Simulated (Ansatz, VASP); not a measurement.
**NiO: VASP beside Ansatz**

Contents of INCAR:

```
SYSTEM = NiO
PREC = Accurate
ENCUT = 520
EDIFF = 1E-7
ISMEAR = 0
SIGMA = 0.1
LREAL = .FALSE.
LASPH = .TRUE.
NELM = 150
ALGO = Normal
ISIF = 2
LWAVE = .FALSE.
LCHARG = .FALSE.
ISPIN = 2
MAGMOM = 1.6 0.32
LORBIT = 11
LMAXMIX = 4
GGA = PE
NBANDS = 19
```

The input KPOINTS:

```
Automatic mesh
0
G
  18 18 18
  0 0 0
```

The input POSCAR:

```
NiO
1.0
    0.0000000000      2.0651400667      2.0651400667
    2.0651400667      0.0000000000      2.0651400667
    2.0651400667      2.0651400667      0.0000000000
Ni O
1 1
Direct
    0.0000000000      0.0000000000      0.0000000000
    0.5000000000      0.5000000000      0.5000000000
```

Input for Ansatz:

```yaml
crystal:
  lattice:
    - [0.0, 2.0651399864, 2.0651399864]
    - [2.0651399864, 0.0, 2.0651399864]
    - [2.0651399864, 2.0651399864, 0.0]
  atoms:
    - { symbol: Ni, position: [0.0, 0.0, 0.0], spin: 1.6 }
    - { symbol: O, position: [0.5, 0.5, 0.5], spin: 0.32 }
basis:
  ecutwfc: 420
kpoints:
  mp_grid: { grid: [18, 18, 18] }
hamiltonian:
  xc: pbe
scf:
  occupations: { method: gaussian, width: 0.1 }
output:
  forces: true
  stress: true
  eigenvalues: true
  populations: true
magnetization:
  spin_polarized: true
```

Alike in both runs: task single point; functional PBE; k mesh 18 × 18 × 18; occupations gaussian, width 0.1 eV; collinear spin.

|  | VASP | Ansatz |
| --- | --- | --- |
| version | VASP 6.6.1 | Ansatz 0.2.0 |
| potentials or method | VASP PAW PBE potentials, release 64 (Ni, O), cutoff 520 eV | scalar-relativistic, plane waves, PAW |
| valence electrons in the cell | 16 | 24 |

VASP gave:

* gap on the k mesh at the Fermi level (eV): none
* pressure (GPa): 11.2
* net moment per atom (μB): 0.80
* size of the moment on the site where the two differ most (μB): 0.23

**Question.** Estimate Ansatz's values.

**Answer.** gap on the k mesh at the Fermi level (eV): none; pressure (GPa): 11.6; net moment per atom (μB): 0.82; size of the moment on the site where the two differ most (μB): 0.25.

Site moments also hang on the region over which each program counts them. A gap of «none» marks a metal or a gap that the smearing closes. VASP's potentials hold 16 valence electrons a cell and Ansatz's 24, so a difference there can come from the potentials and not from the codes.
